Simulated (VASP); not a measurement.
A run of VASP 6.6.1 is set up as follows.

The input INCAR:

```
SYSTEM = Se
PREC = Accurate ; ENCUT = 520
EDIFF = 1E-7 ; ISMEAR = -1
SIGMA = 0.08 ; LREAL = .FALSE.
LASPH = .TRUE. ; NELM = 100
ALGO = Normal ; ISIF = 2
LWAVE = .FALSE. ; LCHARG = .FALSE.
GGA = PE ; NBANDS = 9
```

The input KPOINTS:

```
regular mesh
0
G
  17 17 17
  0 0 0
```

The input POSCAR:

```
Se
1.0
   -1.7206326491      1.7206326491      1.7206326491
    1.7206326491     -1.7206326491      1.7206326491
    1.7206326491      1.7206326491     -1.7206326491
Se
1
Direct
    0.0000000000      0.0000000000      0.0000000000
```

Potentials or basis: VASP PAW PBE potentials, release 64 (Se).

Launch:

```console
$ cat potpaw_PBE.64/Se/POTCAR > POTCAR
$ mpirun -np 1 vasp_std > vasp.out
```

Q: Predict the pressure.

A: 0.0 GPa.

Q: What does it give for the band gap on the k mesh?

A: Zero (band 3 reaches 8.43 eV, above the bottom of band 4 at 2.12 eV).
